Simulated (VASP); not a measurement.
Runs of VASP 6.6.1 on In3Cu. The structure is that of space group R-3m (No. 166), or close to it. The cells are those of the table. 

| cell | further INCAR settings | gap on the mesh (eV) | pressure (GPa) |
| --- | --- | --- | --- |
| a = 4.255 Å, angles 92.0°, 4 atoms | ALGO = Fast; EDIFF = 1e-06; NBANDS = 33 | none | 4.1 |
| a = 4.299 Å, angles 86.9°, 4 atoms | ALGO = Fast; EDIFF = 1e-06; NBANDS = 33 | none | 1.9 |
| a = 4.298 Å, angles 93.0°, 4 atoms | ALGO = Fast; EDIFF = 1e-07; NBANDS = 33 | none | 1.9 |
| a = 4.255 Å, angles 87.9°, 4 atoms | ALGO = Fast; EDIFF = 1e-07; NBANDS = 33 | none | (a) |

Alike in all rows: task single point; level LDA; potentials or basis VASP PAW LDA potentials, release 64 (In_d, Cu); no spin polarisation; k mesh 10 × 10 × 10; cutoff (eV) 520; smearing gaussian 0.15 eV.

Estimate the missing entries.

(a) 4.0.

Caveats: spin-orbit coupling is left out, which moves the levels of the heavy elements; the cell stands under pressure (at least some runs).

A k mesh can miss the band edges, and the runs leave out spin-orbit coupling on In.

A gap of «none» marks levels without a gap at the run's occupations.
